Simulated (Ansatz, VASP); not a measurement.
## One calculation of AgCl, two programs

```
CELL_PARAMETERS angstrom
3.39559 0.00000 0.00000
0.00000 3.39559 0.00000
0.00000 0.00000 3.39559
ATOMIC_POSITIONS crystal
Ag 0.00000 0.00000 0.00000
Cl 0.50000 0.50000 0.50000
```

Alike in both runs: task single point; functional HSE06; k mesh 4 × 4 × 4; no spin polarisation.

|  | VASP | Ansatz |
| --- | --- | --- |
| version | VASP 6.6.1 | Ansatz 0.2.0 |
| potentials or method | VASP PAW PBE potentials, release 64 (Ag, Cl) | plane waves |
| plane-wave cutoff (eV) | 520 | 420 |
| occupations | methfessel-paxton of order 1, width 0.2 eV | cold, width 0.2 eV |
| valence electrons in the cell | 18 | 26 |

```csv
,VASP,Ansatz,Ansatz less VASP
gap on the k mesh at the Fermi level (eV),2.01,2.02,+0.013
pressure (GPa),1.3,1.5,+0.17
```

VASP's potentials hold 18 valence electrons a cell and Ansatz's 26, so a difference there can come from the potentials and not from the codes. Ansatz's warnings: stress exchange threshold loose, stress scf threshold loose.

The k mesh is coarse, so the values compare programs but aren't converged.
